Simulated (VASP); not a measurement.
Set up this calculation in VASP 6.6.1, as the native input.

| Item | Value |
| --- | --- |
| Task | relaxation of cell and atoms |
| Functional | PBE |
| Potentials or basis | VASP PAW PBE potentials, release 64 (H) |
| Cutoff | 600 eV |
| k mesh | 6 × 6 × 4 |
| Occupations | gaussian, width 0.02 eV |
| Spin | no spin polarisation |
| Dipole correction | no |
| Further INCAR settings | ALGO = Normal; EDIFF = 1e-06; IBRION = 2; EDIFFG = -0.02; NSW = 70; ISIF = 3 |

The structure of H lies in POSCAR:

```
H
1.0
    2.3784155789     -2.2540820768      0.0000000000
    2.3784155789      2.2540820768      0.0000000000
    0.0000000000      0.0000000000      4.5123637547
H
4
Direct
    0.9400013801      0.0599986199      0.0577145415
    0.4400013801      0.5599986199      0.4422854585
    0.5599986199      0.4400013801      0.5577145415
    0.0599986199      0.9400013801      0.9422854585
```

One way to write it, as run:

INCAR

```
SYSTEM = H
PREC = Accurate ; ENCUT = 600
EDIFF = 1E-6 ; ISMEAR = 0
SIGMA = 0.02 ; LREAL = .FALSE.
LASPH = .TRUE. ; NELM = 80
ALGO = Normal ; ISIF = 3
LWAVE = .FALSE. ; LCHARG = .FALSE.
GGA = PE ; IBRION = 2
NSW = 70 ; EDIFFG = -0.02
```

KPOINTS

```
regular mesh
0
G
  6 6 4
  0 0 0
```

Potentials or basis: VASP PAW PBE potentials, release 64 (H).

Command:

```console
$ cat potpaw_PBE.64/H/POTCAR > POTCAR
$ mpirun -np 1 vasp_std > vasp.out
```

It gave:

```yaml
Relaxed_volume: 12.44 Å³/atom
Relaxed_cell: a = 3.307 Å, b = 3.307 Å, c = 4.555 Å, α = 90.00°, β = 90.00°, γ = 86.84°
Space_group_after_relaxing_to_0.05_Å: Cmce (No. 64)
Energy_gained_by_relaxing: 0.5 meV/atom
Ionic_steps: 6
Pressure_after_relaxing: 0.2 GPa
Largest_force_after_relaxing: 0.015 eV/Å
Band_gap_on_the_k_mesh: 9.29 eV, indirect (least direct gap 9.82 eV)
```

Run time: 20 s on 1 thread of AMD EPYC 7R13 Processor (Zen 3), on a shared host, peak memory 0.13 GiB.
